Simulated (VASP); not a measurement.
Here is a VASP 6.6.1 calculation.

The input INCAR:

```
ALGO = Normal
DIPOL = 0.5 0.5 0.221
EDIFF = 1E-6
ENCUT = 520
GGA = PS
IDIPOL = 3
ISIF = 2
ISMEAR = 0
KPAR = 4
LASPH = True
LCHARG = True
LDIPOL = True
LREAL = Auto
LVACPOTAV = True
LVHAR = True
LWAVE = False
NBANDS = 126
NELM = 100
PREC = Accurate
SIGMA = 0.1
```

Contents of KPOINTS:

```
k-points
0
Gamma
  2 12 1
```

The input POSCAR:

```
Ir
1.0
   16.2504120812      0.0000000000      0.0000000000
    0.0000000000      2.7084020135      0.0000000000
    0.0000000000      0.0000000000     19.6605177198
Ir
24
Direct
    0.0000000000      0.0000000000      0.0762950407
    0.0833333333      0.5000000000      0.1737049593
    0.1666666667      0.0000000000      0.0762950407
    0.2500000000      0.5000000000      0.1737049593
    0.3333333333      0.0000000000      0.0762950407
    0.4166666667      0.5000000000      0.1737049593
    0.5000000000      0.0000000000      0.0762950407
    0.5833333333      0.5000000000      0.1737049593
    0.6666666667      0.0000000000      0.0762950407
    0.7500000000      0.5000000000      0.1737049593
    0.8333333333      0.0000000000      0.0762950407
    0.9166666667      0.5000000000      0.1737049593
    0.0000000000      0.0000000000      0.2716989679
    0.0833333333      0.5000000000      0.3642523587
    0.1666666667      0.0000000000      0.2716989679
    0.2500000000      0.5000000000      0.3642523587
    0.3333333333      0.0000000000      0.2716989679
    0.4166666667      0.5000000000      0.3642523587
    0.5000000000      0.0000000000      0.2716989679
    0.5833333333      0.5000000000      0.3642523587
    0.6666666667      0.0000000000      0.2716989679
    0.7500000000      0.5000000000      0.3642523587
    0.8333333333      0.0000000000      0.2716989679
    0.9166666667      0.5000000000      0.3642523587
```

Potentials or basis: VASP PAW PBE potentials, release 64 (Ir).

Run with:

```console
$ cat potpaw_PBE.64/Ir/POTCAR > POTCAR
$ mpirun -np 4 vasp_std > vasp.out
```

Estimate the largest force.

1.028 eV/Å.

What does it give for the band gap on the k mesh?

Zero (bands 108 and 109 overlap by 1.16 eV).

Forces on the atoms (eV/Å):
```
Ir   0.000  0.000  0.967
Ir   0.000  0.000 -1.028
Ir   0.000  0.000  0.967
Ir   0.000  0.000 -1.028
Ir   0.000  0.000  0.967
Ir   0.000  0.000 -1.028
Ir   0.000  0.000  0.967
Ir   0.000  0.000 -1.028
Ir   0.000  0.000  0.967
Ir   0.000  0.000 -1.028
Ir   0.000  0.000  0.967
Ir   0.000  0.000 -1.028
Ir   0.000  0.000 -0.012
Ir   0.000  0.000  0.073
Ir   0.000  0.000 -0.012
Ir   0.000  0.000  0.073
Ir   0.000  0.000 -0.012
Ir   0.000  0.000  0.073
Ir   0.000  0.000 -0.012
Ir   0.000  0.000  0.073
Ir   0.000  0.000 -0.012
Ir   0.000  0.000  0.073
Ir   0.000  0.000 -0.012
Ir   0.000  0.000  0.073
```

Caveat: the PAW data sets were made with another functional, which shifts forces and pressure a little; spin-orbit coupling is left out, which moves the levels of the heavy elements.
